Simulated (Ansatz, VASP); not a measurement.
**One calculation of MgO, two programs**

The input INCAR:

```
ALGO = Normal
EDIFF = 1E-7
ENCUT = 520
GGA = PE
ISIF = 2
ISMEAR = 0
LASPH = True
LCHARG = False
LREAL = False
LWAVE = False
NBANDS = 11
NELM = 80
PREC = Accurate
SIGMA = 0.05
```

Contents of KPOINTS:

```
k-points
0
Gamma
  9 9 8
```

File POSCAR:

```
MgO
1.0
    2.8939505899      0.0000000000      0.0000000000
   -1.4469752949      2.5062347281      0.0000000000
    0.0000000000      0.0000000000      2.5992896000
Mg O
1 1
Direct
    0.0000000000      0.0000000000      0.0000000000
    0.3333333333      0.6666666667      0.5000000000
```

Input for Ansatz:

```yaml
crystal:
  lattice:
    - [2.8939505899, 0.0, 0.0]
    - [-1.4469752949, 2.5062347281, 0.0]
    - [0.0, 0.0, 2.5992896]
  atoms:
    - { symbol: Mg, position: [0.0, 0.0, 0.0] }
    - { symbol: O, position: [0.3333333333, 0.6666666667, 0.5] }
basis:
  ecutwfc: 420
kpoints:
  mp_grid: { grid: [9, 9, 8] }
hamiltonian:
  xc: pbe
scf:
  occupations: { method: gaussian, width: 0.05 }
output:
  forces: true
  stress: true
  eigenvalues: true
```

Change from the starting cell: strain -0.015 along x and y, -0.030 along z, atoms carried along.

Alike in both runs: task single point; functional PBE; k mesh 9 × 9 × 8; occupations gaussian, width 0.05 eV; no spin polarisation.

|  | VASP | Ansatz |
| --- | --- | --- |
| version | VASP 6.6.1 | Ansatz 0.2.0 |
| potentials or method | VASP PAW PBE potentials, release 64 (Mg, O), cutoff 520 eV | scalar-relativistic, plane waves, PAW |
| valence electrons in the cell | 8 | 16 |

Ansatz gave:

```
gap on the k mesh at the Fermi level (eV)                     : 3.39
least direct gap on the mesh (eV)                             : 3.77
pressure (GPa)                                                : 9.9
traceless stress, the component that is largest in VASP (GPa) : 7.56
```

Problem. Which values does VASP return?

Solution. gap on the k mesh at the Fermi level (eV): 3.37; least direct gap on the mesh (eV): 3.76; pressure (GPa): 9.3; traceless stress, the component that is largest in VASP (GPa): 7.52.

VASP's potentials hold 8 valence electrons a cell and Ansatz's 16, so a difference there can come from the potentials and not from the codes.
